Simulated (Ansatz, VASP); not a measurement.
# RbBr: VASP beside Ansatz

File POSCAR:

```
RbBr
1.0
    4.1242532581      0.0000000000      0.0000000000
    0.0000000000      4.1242532581      0.0000000000
    0.0000000000      0.0000000000      4.0566155047
Rb Br
1 1
Direct
    0.0000000000      0.0000000000      0.0000000000
    0.5000000000      0.5000000000      0.5000000000
```

The input INCAR.step1:

```
SYSTEM = RbBr
PREC = Accurate
ENCUT = 520
EDIFF = 1E-5
ISMEAR = 0
SIGMA = 0.01
LREAL = .FALSE.
LASPH = .TRUE.
NELM = 100
ALGO = Normal
ISIF = 2
LWAVE = .TRUE.
LCHARG = .FALSE.
GGA = PE
NBANDS = 15
```

The input INCAR.step2:

```
SYSTEM = RbBr
PREC = Accurate
ENCUT = 520
EDIFF = 1E-6
ISMEAR = 0
SIGMA = 0.01
LREAL = .FALSE.
LASPH = .TRUE.
NELM = 100
ALGO = Normal
ISIF = 2
LWAVE = .FALSE.
LCHARG = .FALSE.
GGA = PE
LHFCALC = .TRUE.
HFSCREEN = 0.2079
PRECFOCK = Normal
ISTART = 1
NBANDS = 15
```

File KPOINTS:

```
regular mesh
0
G
  4 4 4
  0 0 0
```

Input for Ansatz:

```yaml
crystal:
  lattice:
    - [4.1242532581, 0.0, 0.0]
    - [0.0, 4.1242532581, 0.0]
    - [0.0, 0.0, 4.0566155047]
  atoms:
    - { symbol: Rb, position: [0.0, 0.0, 0.0] }
    - { symbol: Br, position: [0.5, 0.5, 0.5] }
kpoints:
  mp_grid: { grid: [4, 4, 4] }
  band_path:
    path: [[0.0, 0.0, 0.0], [0.0, 0.5, 0.0], [0.5, 0.5, 0.0], [0.5, 0.5, 0.5]]
    npoints: 1
hamiltonian:
  xc: hse06
scf:
  occupations: { method: fixed }
  n_extra_bands: 4
output:
  forces: true
  stress: true
  eigenvalues: true
```

Change from the starting cell: uniaxial_z strain -1.6%.

Alike in both runs: task single point; functional HSE06; k mesh 4 × 4 × 4; no spin polarisation.

```csv
,VASP,Ansatz
version,VASP 6.6.1,Ansatz 0.2.0
potentials or method,"VASP PAW PBE potentials, release 64 (Rb_sv, Br)","plane waves, PAW"
plane-wave cutoff (eV),520,420
occupations,"gaussian, width 0.01 eV",fixed
valence electrons in the cell,16,16
```

```csv
,VASP,Ansatz,Ansatz less VASP
gap on the k mesh at the Fermi level (eV),5.28,5.28,-0.001
pressure (GPa),0.8,0.8,0.00
"traceless stress, the component that is largest in VASP (GPa)",0.35,0.35,-0.001
```

Ansatz's warnings: stress exchange threshold loose, stress scf threshold loose.
